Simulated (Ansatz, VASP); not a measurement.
**SiO2 in VASP and in Ansatz**

```xyz
3
Lattice="0.0000 2.2901 2.2901 2.2901 0.0000 2.2901 2.2901 2.2901 0.0000" Properties=species:S:1:pos:R:3 pbc="T T T"
Si    0.0000    0.0000    0.0000
O     1.1451    1.1451    1.1451
O     3.4352    3.4352    3.4352
```

Alike in both runs: functional PBE; k mesh 10 × 10 × 10; occupations gaussian, width 0.02 eV; no spin polarisation.

Ansatz relaxed the structure, and its values are those at the end. VASP's run is a single point on that final structure, the one shown.

```csv
,VASP,Ansatz
version,VASP 6.6.1,Ansatz 0.2.0
potentials or method,"VASP PAW PBE potentials, release 64 (Si, O), cutoff 520 eV","scalar-relativistic, plane waves, PAW"
valence electrons in the cell,16,16
```

```tsv
	VASP	Ansatz	Ansatz less VASP
gap on the k mesh at the Fermi level (eV)	1.76	1.78	+0.020
least direct gap on the mesh (eV)	2.01	2.04	+0.027
pressure (GPa)	0.5	0.1	-0.38
```

With one functional, cell and mesh, what is left measures potentials, basis and numerics.
